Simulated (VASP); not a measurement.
Write the native input for VASP 6.6.1 that does the following.

```
Task                   : single point
Functional             : PBE
Potentials or basis    : VASP PAW PBE potentials, release 64 (Ge_d, Mo_sv, W_sv)
Cutoff                 : 520 eV
k mesh                 : 10 × 10 × 8
Occupations            : gaussian, width 0.1 eV
Spin                   : no spin polarisation
Dipole correction      : no
Further INCAR settings : ALGO = Normal; EDIFF = 1e-06; NBANDS = 51
```

The structure of Ge4MoW lies in POSCAR:

```
Ge4MoW
1.0
    2.2619302781     -3.9761759425      0.0000000000
    2.2619302781      3.9761759425      0.0000000000
    0.0000000000      0.0000000000      4.5227349448
Ge Mo W
4 1 1
Direct
    0.3354035027      0.6645964973      0.0000000000
    0.8360023396      0.1639976604      0.5000000000
    0.6645964973      0.3354035027      0.0000000000
    0.1639976604      0.8360023396      0.5000000000
    0.0000000000      0.0000000000      0.0000000000
    0.5000000000      0.5000000000      0.5000000000
```

One way to write it, as run:

INCAR

```
SYSTEM = Ge4MoW
  ALGO = Normal
  EDIFF = 1E-6
  ENCUT = 520
  GGA = PE
  ISIF = 2
  ISMEAR = 0
  LASPH = .TRUE.
  LCHARG = .TRUE.
  LELF = .TRUE.
  LREAL = .FALSE.
  LVHAR = .TRUE.
  LWAVE = .FALSE.
  NBANDS = 51
  NELM = 100
  PREC = Accurate
  SIGMA = 0.1
```

KPOINTS

```
k-points
0
G
  10 10 8
  0 0 0
```

Potentials or basis: VASP PAW PBE potentials, release 64 (Ge_d, Mo_sv, W_sv).

Run with:

```bash
$ cat potpaw_PBE.64/Ge_d/POTCAR potpaw_PBE.64/Mo_sv/POTCAR potpaw_PBE.64/W_sv/POTCAR > POTCAR
$ mpirun -np 1 vasp_std > vasp.out
```

Results of the run:

```json
{
  "Pressure": "29.4 GPa",
  "Largest force": "0.006 eV/Å",
  "Band gap on the k mesh": "zero (bands 42 and 43 overlap by 1.22 eV)"
}
```

Caveat: the cell stands under pressure; spin-orbit coupling is left out, which moves the levels of the heavy elements.

Wall time 7.2 min on 1 thread of AMD EPYC 9R45 96-Core Processor (Zen 5) (shared host), peak memory 0.59 GiB.
